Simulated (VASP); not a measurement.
Input of a VASP 6.6.1 run:

The input INCAR:

```
PREC = Accurate
ENCUT = 520
EDIFF = 1E-8
ISMEAR = -1
SIGMA = 0.05
LREAL = False
LASPH = True
NELM = 60
ALGO = Normal
ISIF = 2
LWAVE = False
LCHARG = False
GGA = CA
NBANDS = 16
IBRION = 8
NSW = 1
```

The input KPOINTS:

```
Automatic mesh
0
Gamma
  8 8 5
```

Contents of POSCAR:

```
Ir
1.0
    2.7513778946      0.0000000000      0.0000000000
   -1.3756889473      2.3827631521      0.0000000000
    0.0000000000      0.0000000000      4.4622900000
Ir
2
Direct
    0.3333333333      0.6666666667      0.2500000000
    0.6666666667      0.3333333333      0.7500000000
```

Potentials or basis: VASP PAW LDA potentials, release 64 (Ir).

Command:

```sh
$ cat potpaw_LDA.64/Ir/POTCAR > POTCAR
$ mpirun -np 1 vasp_std > vasp.out
```

What does it give for the highest phonon frequency at Γ?

181 cm⁻¹.

Phonon frequencies in cm⁻¹ (negative: imaginary):
```csv
q point,frequencies
"(0.000, 0.000, 0.000)",0 0 0 115 115 181
```

Caveat: the cell wasn't relaxed at this level first, which shifts response properties.
